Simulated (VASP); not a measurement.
Input of a VASP 6.6.1 run:

File INCAR:

```
SYSTEM = Y
PREC = Accurate
ENCUT = 520
EDIFF = 1E-6
ISMEAR = -1
SIGMA = 0.05
LREAL = .FALSE.
LASPH = .TRUE.
NELM = 80
ALGO = Normal
ISIF = 2
LWAVE = .FALSE.
LCHARG = .FALSE.
GGA = PE
NBANDS = 18
```

File KPOINTS:

```
regular mesh
0
G
  8 8 5
  0 0 0
```

POSCAR

```
Y
1.0
    3.7189358085      0.0000000000      0.0000000000
   -1.8594679043      3.2206928852      0.0000000000
    0.0000000000      0.0000000000      5.8429932402
Y
2
Direct
    0.6666666667      0.3333333333      0.7500000000
    0.3333333333      0.6666666667      0.2500000000
```

Potentials or basis: VASP PAW PBE potentials, release 64 (Y_sv).

Command:

```sh
$ cat potpaw_PBE.64/Y_sv/POTCAR > POTCAR
$ mpirun -np 1 vasp_std > vasp.out
```

Question: What does it give for the band gap on the k mesh?

Answer: Zero (band 11 reaches 3.40 eV, above the bottom of band 12 at 2.23 eV).

Question: Estimate the pressure.

Answer: -2.3 GPa.

Stress tensor (GPa, compression positive):
```
-2.21  0.00  0.00
 0.00 -2.21  0.00
 0.00  0.00 -2.60
```
